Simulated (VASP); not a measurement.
Set up this calculation in VASP 6.6.1, as the native input.

- Task: relaxation of cell and atoms
- Functional: PBE
- Potentials or basis: VASP PAW PBE potentials, release 64 (Hf_pv, C)
- Cutoff: 600 eV
- k mesh: 17 × 17 × 17
- Occupations: fermi-dirac, width 0.1 eV
- Spin: no spin polarisation
- Target pressure: 170 GPa
- Dipole correction: no
- Further INCAR settings: ALGO = Normal; EDIFF = 1e-06; IBRION = 2; EDIFFG = -0.005; NSW = 60; ISIF = 3

The structure of HfC (rocksalt type) lies in POSCAR:

```
HfC
1.0
    0.0000000000      2.0649000982      2.0649000982
    2.0649000982      0.0000000000      2.0649000982
    2.0649000982      2.0649000982      0.0000000000
Hf C
1 1
Direct
    0.0000000000      0.0000000000      0.0000000000
    0.5000000000      0.5000000000      0.5000000000
```

These files were run (other wordings do the same):

INCAR

```
PREC = Accurate
ENCUT = 600
EDIFF = 1E-6
ISMEAR = -1
SIGMA = 0.1
LREAL = False
LASPH = True
NELM = 80
ALGO = Normal
ISIF = 3
LWAVE = False
LCHARG = False
GGA = PE
IBRION = 2
NSW = 60
EDIFFG = -0.005
PSTRESS = 1700.0
```

KPOINTS

```
Automatic mesh
0
Gamma
  17 17 17
```

Potentials or basis: VASP PAW PBE potentials, release 64 (Hf_pv, C).

The run is started by

```bash
$ cat potpaw_PBE.64/Hf_pv/POTCAR potpaw_PBE.64/C/POTCAR > POTCAR
$ mpirun -np 1 vasp_std > vasp.out
```

Results of the run:

The relaxed volume is 8.82 Å³/atom, the relaxed cell is a = 2.922 Å, b = 2.922 Å, c = 2.922 Å, α = 60.00°, β = 60.00°, γ = 60.00° and the space group after relaxing (to 0.1 Å) is Fm-3m (No. 225). The energy change on relaxing (the run minimises the enthalpy) is -12.4 meV/atom. The ionic steps are 3. The pressure after relaxing is 170.0 GPa. The band gap on the k mesh is zero (bands 7 and 8 overlap by 1.62 eV).

Caveat: the cell is relaxed towards a set pressure, so the run minimises the enthalpy, not the energy; spin-orbit coupling is left out, which moves the levels of the heavy elements.

Wall time 2.4 min on 1 thread of Intel Xeon 8259CL, with other jobs on the host, peak memory 0.18 GiB.
